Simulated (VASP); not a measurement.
Write the native input for VASP 6.6.1 that does the following.

```yaml
Task: single point
Functional: LDA
Potentials_or_basis: VASP PAW LDA potentials, release 64 (Sb)
Cutoff: 520 eV
k_mesh: 8 × 8 × 11
Occupations: fermi-dirac, width 0.1 eV
Spin: no spin polarisation
Dipole_correction: no
Further_INCAR_settings: ALGO = Normal; EDIFF = 1e-06; NBANDS = 14
```

The structure of Sb lies in POSCAR:

```
Sb
1.0
    5.3846044762      0.0000000000      0.0000000000
   -2.6923022381      4.6632042658      0.0000000000
    0.0000000000      0.0000000000      3.2122390052
Sb
3
Direct
    1.0000000000      0.0000000000      1.0000000000
    0.3333333333      0.6666666667      0.5000000000
    0.6666666667      0.3333333333      0.5000000000
```

This cell differs from its parent crystal: volume scaled by 1.04.

One way to write it, as run:

INCAR

```
PREC     = Accurate       # precision mode
ENCUT    = 520            # plane-wave cutoff, eV
EDIFF    = 1E-6           # SCF threshold, eV
ISMEAR   = -1             # smearing method
SIGMA    = 0.1            # smearing width, eV
LREAL    = F              # projectors in reciprocal space
LASPH    = T              # aspherical terms in the spheres
NELM     = 80             # most SCF steps
ALGO     = Normal         # electronic algorithm
ISIF     = 2              # what is computed and relaxed
LWAVE    = F              # write WAVECAR
LCHARG   = F              # write CHGCAR
GGA      = CA             # functional
NBANDS   = 14             # bands
```

KPOINTS

```
regular mesh
0
Gamma
  8 8 11
```

Potentials or basis: VASP PAW LDA potentials, release 64 (Sb).

Command:

```console
$ cat potpaw_LDA.64/Sb/POTCAR > POTCAR
$ mpirun -np 1 vasp_std > vasp.out
```

It gave:

- Pressure: -2.6 GPa

It took 71 s on 1 thread of AMD EPYC 7R13 (shared host), peak memory 0.16 GiB.
